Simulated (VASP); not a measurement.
# MgO in VASP: a series of runs, part 2 of 3

VASP 6.6.1.

## (4) Single point, r2SCAN (strain along [111] -5.9%)

Contents of POSCAR:

```
MgO
1.0
    2.5714942600     -0.0518548678     -0.0518548678
   -0.0518548678      2.5714942600     -0.0518548678
   -0.0518548678     -0.0518548678      2.5714942600
Mg O
1 1
Direct
    0.0000000000      0.0000000000      0.0000000000
    0.5000000000      0.5000000000      0.5000000000
```

Contents of INCAR.step1:

```
PREC = Accurate
ENCUT = 520
ISMEAR = 0
SIGMA = 0.01
LREAL = F
LASPH = T
NELM = 80
NBANDS = 11
GGA = PE
ALGO = Normal
EDIFF = 1E-4
LWAVE = T
LCHARG = F
```

Contents of INCAR.step2:

```
PREC = Accurate
ENCUT = 520
EDIFF = 1E-6
ISMEAR = 0
SIGMA = 0.01
LREAL = F
LASPH = T
NELM = 80
ALGO = Normal
ISIF = 2
LWAVE = F
LCHARG = F
METAGGA = R2SCAN
LMIXTAU = T
NBANDS = 11
ISTART = 1
```

Contents of KPOINTS:

```
regular mesh
0
Gamma
  10 10 10
```

Potentials or basis: VASP PAW PBE potentials, release 64 (Mg, O).

The run is started by

```sh
$ cat potpaw_PBE.64/Mg/POTCAR potpaw_PBE.64/O/POTCAR > POTCAR
$ cp INCAR.step1 INCAR
$ mpirun -np 1 vasp_std > vasp.out
$ cp INCAR.step2 INCAR
$ mpirun -np 1 vasp_std > vasp.out
```

OUTCAR:

```text
PREC = Accurate
   ENCUT = 520
   EDIFF = 1E-6
   ISMEAR = 0
   LREAL = F
   LASPH = T
   NELM = 80
   ISIF = 2
   METAGGA = R2SCAN
   ISTART = 1

 ion  position               nearest neighbor table
   1  0.000  0.000  0.000-   2 2.14   2 2.14   2 2.26   2 2.26   2 2.26   2 2.26   2 2.26   2 2.26

   2  0.500  0.500  0.500-   1 2.14   1 2.14   1 2.26   1 2.26   1 2.26   1 2.26   1 2.26   1 2.26

  LATTYP: Found a trigonal (rhomboedric) cell.
 ALAT       =     2.5725397147
 COS(alpha) =    -0.0398914528

  Lattice vectors:

 A1 = (   2.5714942600,  -0.0518548678,  -0.0518548678)
 A2 = (  -0.0518548678,   2.5714942600,  -0.0518548678)
 A3 = (  -0.0518548678,  -0.0518548678,   2.5714942600)

Analysis of symmetry for initial positions (statically):
=====================================================================
 Subroutine PRICEL returns:
 Original cell was already a primitive cell.

 Routine SETGRP: Setting up the symmetry group for a
 trigonal (rhombohedral) supercell.

 Subroutine GETGRP returns: Found 12 space group operations
 (whereof 12 operations were pure point group operations)
 out of a pool of 12 trial point group operations.

The static configuration has the point symmetry D_3d.

Analysis of symmetry for dynamics (positions and initial velocities):
=====================================================================
 Subroutine PRICEL returns:
 Original cell was already a primitive cell.

 Routine SETGRP: Setting up the symmetry group for a
 trigonal (rhombohedral) supercell.

 Subroutine GETGRP returns: Found 12 space group operations
 (whereof 12 operations were pure point group operations)
 out of a pool of 12 trial point group operations.

The dynamic configuration has the point symmetry D_3d.

 Subroutine INISYM returns: Found 12 space group operations
 (whereof 12 operations are pure point group operations),
 and found     1 'primitive' translations

[... 117 lines left out ...]
  Thomas-Fermi vector in A             =   2.406595
   LORBIT       =      0    0 simple, 1 ext, 2 COOP (PROOUT), +10 PAW based schemes
   METAGGA = R2SCAN    functional components
   LHFCALC =     F    Hartree Fock is set to
   AEXX    =    0.0000 exact exchange contribution
   IVDW    =     0    specifies the selected vdW correction
   LEPSILON=     F    determine dielectric tensor
   LRPA    =     F    only Hartree local field effects (RPA)
 non-spin polarized calculation
 Gauss-broadening in eV      SIGMA  =   0.01
  energy-cutoff  :      520.00
  volume of cell :       16.98
 maximum number of plane-waves:       470
   NGX =  9   NGY =  9   NGZ =  9

 number of electron       8.0000010 magnetization

 Free energy of the ion-electron system (eV)
  ---------------------------------------------------
  ext. energy  EPLUGINS =         0.00000000
  ---------------------------------------------------
  free energy    TOTEN  =       -14.51126854 eV

  energy without entropy =      -14.51126854  energy(sigma->0) =      -14.51126854

 E-fermi :   5.4223     XC(G=0): -12.2017

 val. band max:        5.3544293187   @ k =   0.5000   0.5000  -0.0000
 cond. band min:       9.4583180293   @ k =   0.0000   0.0000   0.0000
 fundamental gap:      4.1038887107
 Fermi energy:         5.4223130078

 k-point     1 :       0.0000    0.0000    0.0000
  band No.  band energies     occupation
      1     -14.6404      2.00000
      2       4.0172      2.00000
      3       4.3681      2.00000
      4       4.3681      2.00000
      5       9.4583      0.00000
      6      17.0117      0.00000
      7      17.0117      0.00000
      8      27.8878      0.00000
      9      27.8878      0.00000
     10      29.3630      0.00000
     11      34.8259      0.00000
[... 309 lines left out ...]
 k-point    24 :       0.4000    0.3000   -0.0000
  band No.  band energies     occupation
      1     -12.7860      2.00000
      2      -0.1818      2.00000
      3       1.3487      2.00000
      4       5.0645      2.00000
      5      13.8515      0.00000
      6      16.7943      0.00000
      7      19.1275      0.00000
      8      23.6440      0.00000
      9      26.4207      0.00000
     10      27.7569      0.00000
     11      30.7776      0.00000

 [... further k-points ...]
[... 5 lines left out ...]
  --------------------------------------------------------------------------------------
  -------------------------------------------------------------------------------------
  Total        1.0828839      1.0828839      1.0828839     -0.1603474     -0.1603474     -0.1603474
  in kB      102.1581561    102.1581561    102.1581561    -15.1270137    -15.1270137    -15.1270137
  external PRESSURE =     102.1581561 kB  Pullay stress =       0.0000000 kB

 VOLUME and BASIS-vectors are now :
 -----------------------------------------------------------------------------
  energy-cutoff  :      520.00
  volume of cell :       16.98
      direct lattice vectors                 reciprocal lattice vectors
     2.571494260 -0.051854868 -0.051854868     0.389201998  0.008009884  0.008009884
    -0.051854868  2.571494260 -0.051854868     0.008009884  0.389201998  0.008009884
    -0.051854868 -0.051854868  2.571494260     0.008009884  0.008009884  0.389201998

 POSITION                                       TOTAL-FORCE (eV/Angst)
 -----------------------------------------------------------------------------------
      0.00000      0.00000      0.00000        -0.000000      0.000000      0.000000
      1.23389      1.23389      1.23389         0.000000     -0.000000     -0.000000
 -----------------------------------------------------------------------------------
    total drift:                               -0.000000      0.000000      0.000000

  FREE ENERGIE OF THE ION-ELECTRON SYSTEM (eV)
  ---------------------------------------------------
  free  energy   TOTEN  =       -14.5112685397 eV

  energy  without entropy=      -14.5112685397  energy(sigma->0) =      -14.51126854
```

OUTCAR.step1:

```text
PREC = Accurate
   ENCUT = 520
   ISMEAR = 0
   LREAL = F
   LASPH = T
[... 558 lines left out ...]
 -----------------------------------------------------------------------------------
      0.00000      0.00000      0.00000        -0.000000      0.000000      0.000000
      1.23389      1.23389      1.23389         0.000000     -0.000000      0.000000
 -----------------------------------------------------------------------------------
    total drift:                               -0.000000      0.000000      0.000000

  FREE ENERGIE OF THE ION-ELECTRON SYSTEM (eV)
  ---------------------------------------------------
  free  energy   TOTEN  =       -10.3248911435 eV

  energy  without entropy=      -10.3248911435  energy(sigma->0) =      -10.32489114
```

OSZICAR.step1:

```text
N       E                     dE             d eps       ncg     rms          rms(c)
DAV:   1     0.142987951161E+02    0.14299E+02   -0.47131E+03  2968   0.659E+02
DAV:   2    -0.114903000042E+02   -0.25789E+02   -0.25144E+02  3000   0.136E+02
DAV:   3    -0.119891724349E+02   -0.49887E+00   -0.49849E+00  2999   0.160E+01
DAV:   4    -0.119901080153E+02   -0.93558E-03   -0.93556E-03  2768   0.789E-01
DAV:   5    -0.119901104439E+02   -0.24286E-05   -0.24286E-05  2880   0.395E-02    0.712E+00
DAV:   6    -0.103858532441E+02    0.16043E+01   -0.80097E+00  2594   0.159E+01    0.208E+00
DAV:   7    -0.103492536367E+02    0.36600E-01   -0.59321E-02  2831   0.212E+00    0.130E+00
DAV:   8    -0.103251405213E+02    0.24113E-01   -0.30469E-02  2695   0.183E+00    0.208E-01
DAV:   9    -0.103249270309E+02    0.21349E-03   -0.31815E-04  2904   0.131E-01    0.128E-01
DAV:  10    -0.103248911435E+02    0.35887E-04   -0.20019E-04  1977   0.119E-01
   1 F= -.10324891E+02 E0= -.10324891E+02  d E =-.276107E-43
```

Wall time 40 s (1 thread of Intel Xeon Platinum 8488C (Sapphire Rapids), shared host); peak memory 0.14 GiB.

What came out:

* Free energy: -14.5113 eV
* Pressure: 10.2 GPa
* Band gap on the k mesh: 4.10 eV, indirect (least direct gap 5.09 eV)

Caveat: the cell differs from its parent crystal (strain along [111] -5.9%); the PAW data sets were made with another functional, which shifts forces and pressure a little. A k mesh can miss the band edges.

## (5) Single point, r2SCAN (uniaxial x strain -4.0%)

Contents of POSCAR:

```
MgO
1.0
    2.5173658230      0.0000000000      0.0000000000
    0.0000000000      2.6233491278      0.0000000000
    0.0000000000      0.0000000000      2.6233491278
Mg O
1 1
Direct
    0.0000000000      0.0000000000      0.0000000000
    0.5000000000      0.5000000000      0.5000000000
```

Contents of INCAR.step1:

```
SYSTEM = MgO
PREC = Accurate
ENCUT = 520
ISMEAR = 0
SIGMA = 0.01
LREAL = .False.
LASPH = .True.
NELM = 100
NBANDS = 11
GGA = PE
ALGO = Normal
EDIFF = 1E-4
LWAVE = .True.
LCHARG = .False.
```

Contents of INCAR.step2:

```
SYSTEM = MgO
PREC = Accurate
ENCUT = 520
EDIFF = 1E-6
ISMEAR = 0
SIGMA = 0.01
LREAL = .False.
LASPH = .True.
NELM = 100
ALGO = Normal
ISIF = 2
LWAVE = .False.
LCHARG = .True.
METAGGA = R2SCAN
LMIXTAU = .True.
LELF = .True.
LVHAR = .True.
NBANDS = 11
ISTART = 1
```

Contents of KPOINTS:

```
regular mesh
0
Gamma
  10 10 10
  0 0 0
```

Potentials or basis: VASP PAW PBE potentials, release 64 (Mg, O).

The run is started by

```sh
$ cat potpaw_PBE.64/Mg/POTCAR potpaw_PBE.64/O/POTCAR > POTCAR
$ cp INCAR.step1 INCAR
$ mpirun -np 1 vasp_std > vasp.out
$ cp INCAR.step2 INCAR
$ mpirun -np 1 vasp_std > vasp.out
```

OUTCAR:

```text
SYSTEM = MgO
   PREC = Accurate
   ENCUT = 520
   EDIFF = 1E-6
   ISMEAR = 0
   LREAL = .False.
   LASPH = .True.
   NELM = 100
   ISIF = 2
   METAGGA = R2SCAN
   ISTART = 1

 ion  position               nearest neighbor table
   1  0.000  0.000  0.000-   2 2.24   2 2.24   2 2.24   2 2.24   2 2.24   2 2.24   2 2.24   2 2.24

   2  0.500  0.500  0.500-   1 2.24   1 2.24   1 2.24   1 2.24   1 2.24   1 2.24   1 2.24   1 2.24

  LATTYP: Found a simple tetragonal cell.
 ALAT       =     2.6233491278
 C/A-ratio  =     0.9596000000

  Lattice vectors:

 A1 = (   0.0000000000,   2.6233491278,   0.0000000000)
[... 516 lines left out ...]
      8      22.3059      0.00000
      9      25.3414      0.00000
     10      26.7341      0.00000
     11      31.3641      0.00000

 [... further k-points ...]
[... 5 lines left out ...]
  --------------------------------------------------------------------------------------
  -------------------------------------------------------------------------------------
  Total        2.9108544     -0.4637815     -0.4637815      0.0000000      0.0000000      0.0000000
  in kB      269.1984495    -42.8909334    -42.8909334      0.0000000      0.0000000      0.0000000
  external PRESSURE =      61.1388609 kB  Pullay stress =       0.0000000 kB

 VOLUME and BASIS-vectors are now :
 -----------------------------------------------------------------------------
  energy-cutoff  :      520.00
  volume of cell :       17.32
      direct lattice vectors                 reciprocal lattice vectors
     2.517365823  0.000000000  0.000000000     0.397240636  0.000000000  0.000000000
     0.000000000  2.623349128  0.000000000     0.000000000  0.381192114  0.000000000
     0.000000000  0.000000000  2.623349128     0.000000000  0.000000000  0.381192114

 POSITION                                       TOTAL-FORCE (eV/Angst)
 -----------------------------------------------------------------------------------
      0.00000      0.00000      0.00000         0.000000      0.000000      0.000000
      1.25868      1.31167      1.31167         0.000000      0.000000      0.000000
 -----------------------------------------------------------------------------------
    total drift:                                0.000000      0.000000      0.000000

  FREE ENERGIE OF THE ION-ELECTRON SYSTEM (eV)
  ---------------------------------------------------
  free  energy   TOTEN  =       -14.4703248852 eV

  energy  without entropy=      -14.4703248852  energy(sigma->0) =      -14.47032489
```

OUTCAR.step1:

```text
SYSTEM = MgO
   PREC = Accurate
   ENCUT = 520
   ISMEAR = 0
   LREAL = .False.
   LASPH = .True.
[... 560 lines left out ...]
      0.00000      0.00000      0.00000         0.000000      0.000000      0.000000
      1.25868      1.31167      1.31167         0.000000      0.000000      0.000000
 -----------------------------------------------------------------------------------
    total drift:                                0.000000      0.000000      0.000000

  FREE ENERGIE OF THE ION-ELECTRON SYSTEM (eV)
  ---------------------------------------------------
  free  energy   TOTEN  =       -10.3027923744 eV

  energy  without entropy=      -10.3027923744  energy(sigma->0) =      -10.30279237
```

OSZICAR.step1:

```text
N       E                     dE             d eps       ncg     rms          rms(c)
DAV:   1     0.143808579786E+02    0.14381E+02   -0.46548E+03  3236   0.649E+02
DAV:   2    -0.114113630272E+02   -0.25792E+02   -0.24858E+02  3225   0.134E+02
DAV:   3    -0.119636481790E+02   -0.55229E+00   -0.55160E+00  3238   0.166E+01
DAV:   4    -0.119647560083E+02   -0.11078E-02   -0.11078E-02  2986   0.863E-01
DAV:   5    -0.119647589412E+02   -0.29328E-05   -0.29328E-05  3118   0.433E-02    0.709E+00
DAV:   6    -0.103660958704E+02    0.15987E+01   -0.81610E+00  2823   0.159E+01    0.212E+00
DAV:   7    -0.103281861131E+02    0.37910E-01   -0.60039E-02  3017   0.214E+00    0.130E+00
DAV:   8    -0.103030767596E+02    0.25109E-01   -0.33631E-02  2995   0.188E+00    0.216E-01
DAV:   9    -0.103028434174E+02    0.23334E-03   -0.33028E-04  3108   0.135E-01    0.134E-01
DAV:  10    -0.103027923744E+02    0.51043E-04   -0.22995E-04  2540   0.127E-01
   1 F= -.10302792E+02 E0= -.10302792E+02  d E =-.356159E-51
```

It took 40 s on 1 thread of Intel Xeon Platinum 8488C (Sapphire Rapids), shared host; peak memory 0.14 GiB.

Results:

* Free energy: -14.4703 eV
* Pressure: 6.1 GPa
* Band gap on the k mesh: 3.49 eV, indirect (least direct gap 4.44 eV)

Stress tensor (GPa, compression positive):
```
26.92  0.00  0.00
 0.00 -4.29  0.00
 0.00  0.00 -4.29
```

Caveat: the cell differs from its parent crystal (uniaxial x strain -4.0%); the PAW data sets were made with another functional, which shifts forces and pressure a little. A k mesh can miss the band edges.

## (6) Single point, HSE06 (strain along [111] -5.9%)

Contents of POSCAR:

```
MgO
1.0
    2.5714942600     -0.0518548678     -0.0518548678
   -0.0518548678      2.5714942600     -0.0518548678
   -0.0518548678     -0.0518548678      2.5714942600
Mg O
1 1
Direct
    0.0000000000      0.0000000000      0.0000000000
    0.5000000000      0.5000000000      0.5000000000
```

Contents of INCAR.step1:

```
ALGO     = Normal         # electronic algorithm
EDIFF    = 1E-5           # SCF threshold, eV
ENCUT    = 520            # plane-wave cutoff, eV
GGA      = PE             # functional
ISIF     = 2              # what is computed and relaxed
ISMEAR   = 0              # smearing method
LASPH    = T              # aspherical terms in the spheres
LCHARG   = F              # write CHGCAR
LREAL    = F              # projectors in reciprocal space
LWAVE    = T              # write WAVECAR
NBANDS   = 11             # bands
NELM     = 60             # most SCF steps
PREC     = Accurate       # precision mode
SIGMA    = 0.01           # smearing width, eV
```

Contents of INCAR.step2:

```
ALGO     = Normal         # electronic algorithm
EDIFF    = 1E-6           # SCF threshold, eV
ENCUT    = 520            # plane-wave cutoff, eV
GGA      = PE             # functional
HFSCREEN = 0.2079         # screening, 1/A
ISIF     = 2              # what is computed and relaxed
ISMEAR   = 0              # smearing method
ISTART   = 1            
LASPH    = T              # aspherical terms in the spheres
LCHARG   = F              # write CHGCAR
LHFCALC  = T              # exact exchange
LREAL    = F              # projectors in reciprocal space
LWAVE    = F              # write WAVECAR
NBANDS   = 11             # bands
NELM     = 60             # most SCF steps
PREC     = Accurate       # precision mode
PRECFOCK = Normal       
SIGMA    = 0.01           # smearing width, eV
```

Contents of KPOINTS:

```
k-points
0
Gamma
  6 6 6
```

Potentials or basis: VASP PAW PBE potentials, release 64 (Mg, O).

The run is started by

```sh
$ cat potpaw_PBE.64/Mg/POTCAR potpaw_PBE.64/O/POTCAR > POTCAR
$ cp INCAR.step1 INCAR
$ mpirun -np 1 vasp_std > vasp.out
$ cp INCAR.step2 INCAR
$ mpirun -np 1 vasp_std > vasp.out
```

Wall time 6.5 min (1 thread of Intel Xeon Platinum 8488C (Sapphire Rapids), shared host); peak memory 0.24 GiB.

The run converged. Its results:

- Free energy: -12.5871 eV
- Pressure: 10.3 GPa
- Band gap on the k mesh: 4.83 eV, indirect (least direct gap 5.86 eV)

Stress tensor (GPa, compression positive):
```
10.28 -1.49 -1.49
-1.49 10.28 -1.49
-1.49 -1.49 10.28
```

Levels at points of the mesh, in eV from the valence-band top:
```
           k point  band 1  band 2  band 3  band 4  band 5  band 6  band 7  band 8
(0.00, 0.00, 0.00)  -20.69   -1.40   -1.03   -1.03    4.83   12.40   12.40   23.45
(0.50, 0.00, 0.00)  -19.23   -7.39   -0.81   -0.51    9.43   12.38   16.98   19.38
(0.50, 0.50, 0.00)  -18.21   -5.58   -5.26    0.00    6.90   14.84   15.59   15.80
(0.50, 0.50, 0.50)  -17.19   -4.33   -4.33   -4.11    9.11    9.11   10.54   19.85
```

Caveat: the cell differs from its parent crystal (strain along [111] -5.9%); the PAW data sets were made with another functional, which shifts forces and pressure a little. A k mesh can miss the band edges.

(Continued in part 3 of 3.)
